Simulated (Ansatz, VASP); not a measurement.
This is a calculation of Sn for VASP 6.6.1.

The input POSCAR:

```
Sn
1.0
   -2.0291894110      2.0291894110      1.6607599896
    2.0291894110     -2.0291894110      1.6607599896
    2.0291894110      2.0291894110     -1.6607599896
Sn
1
Direct
    0.0000000000      0.0000000000      0.0000000000
```

Contents of INCAR.step1:

```
PREC = Accurate ; ENCUT = 520
EDIFF = 1E-5 ; ISMEAR = -1
SIGMA = 0.05 ; LREAL = F
LASPH = T ; NELM = 100
ALGO = Normal ; ISIF = 2
LWAVE = T ; LCHARG = F
NBANDS = 13 ; GGA = PE
```

File INCAR.step2:

```
PREC = Accurate ; ENCUT = 520
EDIFF = 1E-7 ; ISMEAR = -1
SIGMA = 0.05 ; LREAL = F
LASPH = T ; NELM = 100
ALGO = Normal ; ISIF = 2
LWAVE = F ; LCHARG = F
GGA = B3 ; LHFCALC = T
AEXX = 0.2 ; AGGAX = 0.72
AGGAC = 0.81 ; ALDAC = 0.19
PRECFOCK = Normal ; NBANDS = 13
ISTART = 1
```

Contents of KPOINTS:

```
Automatic mesh
0
Gamma
  5 5 5
```

Potentials or basis: VASP PAW PBE potentials, release 64 (Sn_d).

Command:

```console
$ cat potpaw_PBE.64/Sn_d/POTCAR > POTCAR
$ cp INCAR.step1 INCAR
$ mpirun -np 1 vasp_std > vasp.out
$ cp INCAR.step2 INCAR
$ mpirun -np 1 vasp_std > vasp.out
```

**Question.** Translate it to Ansatz 0.2.0. Potentials there: Ansatz PAW.

**Answer.** As run (the cutoff follows the program's own potentials):

File input:

```
crystal:
  lattice:
    - [-2.029189411, 2.029189411, 1.6607599896]
    - [2.029189411, -2.029189411, 1.6607599896]
    - [2.029189411, 2.029189411, -1.6607599896]
  atoms:
    - { symbol: Sn, position: [0.0, 0.0, 0.0] }
hamiltonian:
  xc: b3lyp
  pseudopotentials: { kind: paw }
kpoints:
  mp_grid: { grid: [5, 5, 5] }
scf:
  occupations: { method: fermi_dirac, width: 0.05 }
output:
  forces: true
  stress: true
  eigenvalues: true
```

Both were run:

|  | VASP | Ansatz | Ansatz less VASP |
| --- | --- | --- | --- |
| gap on the k mesh at the Fermi level (eV) | none | none | - |
| pressure (GPa) | 5.8 | 5.8 | +0.07 |
| traceless stress, the component that is largest in VASP (GPa) | 3.23 | 3.20 | -0.029 |

VASP's potentials were made for PBE, not for B3LYP. A gap of «none» marks a metal or a gap that the smearing closes. With one functional, cell and mesh, what is left measures potentials, basis and numerics.

The k mesh is coarse, so the values compare programs but aren't converged.
